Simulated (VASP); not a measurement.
**In: single point with PBE+D3(BJ)**

The system is In.

```
In
1.0
     0.00000    2.35174    2.35174
     2.35174    0.00000    2.35174
     2.35174    2.35174    0.00000
In
1
Direct
  0.00000 0.00000 0.00000
```

```
Program             : VASP 6.6.1
Task                : single point
Functional          : PBE
Dispersion          : D3(BJ)
Potentials or basis : VASP PAW PBE potentials, release 64 (In_d)
Cutoff              : 520 eV
k mesh              : 15 × 15 × 15
Occupations         : fermi-dirac, width 0.05 eV
Spin                : no spin polarisation
```

* Pressure: 0.0 GPa
* Dispersion energy per atom: -0.340 eV

Levels at points of the mesh, in eV from the Fermi level:
| k point | band 4 | band 5 | band 6 | band 7 | band 8 | band 9 |
| --- | --- | --- | --- | --- | --- | --- |
| (0.00, 0.00, 0.00) | -14.46 | -14.46 | -9.57 | 10.64 | 10.64 | 10.64 |

It took 58 s on 1 thread of Intel(R) Xeon(R) Platinum 8259CL CPU @ 2.50GHz (Skylake/Cascade Lake), on a shared host, peak memory 0.18 GiB.

Caveat: spin-orbit coupling is left out, which moves the levels of the heavy elements; pairwise dispersion overbinds metals, which lowers pressure and volume.
